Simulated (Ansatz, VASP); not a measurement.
One calculation of As, two programs

```
As
1.0
     3.92296   -3.99992    0.69605
     3.92296    3.99992    0.69605
    -1.03755    0.00000    5.54934
As
8
Direct
  0.77279 0.77279 0.22592
  0.22721 0.22721 0.77408
  0.22907 0.22907 0.22914
  0.77093 0.77093 0.77086
  0.77405 0.22793 0.22756
  0.77207 0.22595 0.77244
  0.22595 0.77207 0.77244
  0.22793 0.77405 0.22756
```

Alike in both runs: functional PBE; k mesh 4 × 4 × 4; occupations gaussian, width 0.1 eV; no spin polarisation.

Ansatz relaxed the structure, and its values are those at the end. VASP's run is a single point on that final structure, the one shown.

|  | VASP | Ansatz |
| --- | --- | --- |
| version | VASP 6.6.1 | Ansatz 0.2.0 |
| potentials or method | VASP PAW PBE potentials, release 64 (As), cutoff 520 eV | scalar-relativistic, plane waves, PAW |
| valence electrons in the cell | 40 | 120 |

VASP gave:

```
gap on the k mesh at the Fermi level (eV) : none
pressure (GPa)                            : 0.3
rms of the force components (eV/Å)        : 0.019
```

Q: What did Ansatz give for the same quantities?

A: gap on the k mesh at the Fermi level (eV): none; pressure (GPa): 0.1; rms of the force components (eV/Å): 0.006.

A gap of «none» marks a metal or a gap that the smearing closes. VASP's potentials hold 40 valence electrons a cell and Ansatz's 120, so a difference there can come from the potentials and not from the codes.
